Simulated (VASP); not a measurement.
Here is a VASP 6.6.1 calculation.

Contents of INCAR:

```
SYSTEM = CoSn
ALGO = Fast
EDIFF = 1E-6
ENCUT = 520
GGA = PE
ISIF = 2
ISMEAR = 0
LASPH = .TRUE.
LCHARG = .TRUE.
LELF = .TRUE.
LREAL = .FALSE.
LVHAR = .TRUE.
LWAVE = .FALSE.
NBANDS = 44
NELM = 60
PREC = Accurate
SIGMA = 0.15
```

Contents of KPOINTS:

```
k-points
0
G
  12 12 12
  0 0 0
```

POSCAR

```
CoSn
1.0
    4.8728582061      0.0000000000      0.0000000000
   -2.4364291030      4.2200189955      0.0000000000
    0.0000000000      0.0000000000      4.5687106922
Co Sn
3 3
Direct
    0.0000000000      0.5000000000      0.0000000000
    0.5000000000      0.5000000000      0.0000000000
    0.5000000000      0.0000000000      0.0000000000
    0.6666666667      0.3333333333      0.5000000000
    0.3333333333      0.6666666667      0.5000000000
    0.0000000000      0.0000000000      0.0000000000
```

Potentials or basis: VASP PAW PBE potentials, release 64 (Co, Sn_d).

Command:

```console
$ cat potpaw_PBE.64/Co/POTCAR potpaw_PBE.64/Sn_d/POTCAR > POTCAR
$ mpirun -np 1 vasp_std > vasp.out
```

Task: Estimate the pressure.

Result: 19.1 GPa.

Task: Predict the band gap on the k mesh.

Result: Zero (an odd number of electrons rules out a gap without spin polarisation).

Stress tensor (GPa, compression positive):
```
31.92  0.00  0.00
 0.00 31.92  0.00
 0.00  0.00 -6.46
```

Caveat: the cell differs from its parent crystal (strain -0.080 along x and y, +0.080 along z); the cell stands under pressure; spin-orbit coupling is left out, which moves the levels of the heavy elements; the run has no spin polarisation, though such a crystal can be magnetic. Spin polarisation is off, so any magnetic state and its effect on volume and gap are missing.
